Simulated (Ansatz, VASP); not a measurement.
This is a calculation of Rb for Ansatz 0.2.0.

File input.yaml:

```yaml
crystal:
  lattice:
    - [-2.7646237353, 2.7646237353, 2.7646237353]
    - [2.7646237353, -2.7646237353, 2.7646237353]
    - [2.7646237353, 2.7646237353, -2.7646237353]
  atoms:
    - { symbol: Rb, position: [0.0, 0.0, 0.0] }
hamiltonian:
  xc: r2scan
  pseudopotentials: { kind: paw }
kpoints:
  mp_grid: { grid: [7, 7, 7] }
scf:
  occupations: { method: fermi_dirac, width: 0.05 }
output:
  forces: true
  stress: true
  eigenvalues: true
```

Potentials or basis: Ansatz PAW.

Command:

```sh
$ ansatz run input.yaml --threads 2 --pin off --max-ram 5632MiB --backend cpu --events-out ev --progress --plain --runs-dir out
```

Set up the same calculation for VASP 6.6.1. Potentials there: VASP PAW PBE potentials, release 64 (Rb_sv).

As run (the cutoff follows the program's own potentials):

The input POSCAR:

```
Rb
1.0
   -2.7646237353      2.7646237353      2.7646237353
    2.7646237353     -2.7646237353      2.7646237353
    2.7646237353      2.7646237353     -2.7646237353
Rb
1
Direct
    0.0000000000      0.0000000000      0.0000000000
```

Contents of INCAR.step1:

```
SYSTEM = Rb
PREC     = Accurate       ! precision mode
ENCUT    = 520            ! plane-wave cutoff, eV
ISMEAR   = -1             ! smearing method
SIGMA    = 0.05           ! smearing width, eV
LREAL    = .False.        ! projectors in reciprocal space
LASPH    = .True.         ! aspherical terms in the spheres
NELM     = 100            ! most SCF steps
NBANDS   = 10             ! bands
GGA      = PE             ! functional
ALGO     = Normal         ! electronic algorithm
EDIFF    = 1E-4           ! SCF threshold, eV
LWAVE    = .True.         ! write WAVECAR
LCHARG   = .False.        ! write CHGCAR
```

File INCAR.step2:

```
SYSTEM = Rb
PREC     = Accurate       ! precision mode
ENCUT    = 520            ! plane-wave cutoff, eV
EDIFF    = 1E-6           ! SCF threshold, eV
ISMEAR   = -1             ! smearing method
SIGMA    = 0.05           ! smearing width, eV
LREAL    = .False.        ! projectors in reciprocal space
LASPH    = .True.         ! aspherical terms in the spheres
NELM     = 100            ! most SCF steps
ALGO     = Normal         ! electronic algorithm
ISIF     = 2              ! what is computed and relaxed
LWAVE    = .False.        ! write WAVECAR
LCHARG   = .True.         ! write CHGCAR
METAGGA  = R2SCAN         ! meta-GGA
LMIXTAU  = .True.       
LELF     = .True.         ! ELF
LVHAR    = .True.       
NBANDS   = 10             ! bands
ISTART   = 1
```

Contents of KPOINTS:

```
regular mesh
0
Gamma
  7 7 7
  0 0 0
```

Potentials or basis: VASP PAW PBE potentials, release 64 (Rb_sv).

Run with:

```sh
$ cat potpaw_PBE.64/Rb_sv/POTCAR > POTCAR
$ cp INCAR.step1 INCAR
$ mpirun -np 1 vasp_std > vasp.out
$ cp INCAR.step2 INCAR
$ mpirun -np 1 vasp_std > vasp.out
```

Both were run:

|  | VASP | Ansatz | Ansatz less VASP |
| --- | --- | --- | --- |
| gap on the k mesh at the Fermi level (eV) | none | none | - |
| pressure (GPa) | 0.4 | 0.4 | -0.01 |

VASP's potentials were made for PBE, not for r2SCAN. A gap of «none» marks a metal or a gap that the smearing closes.
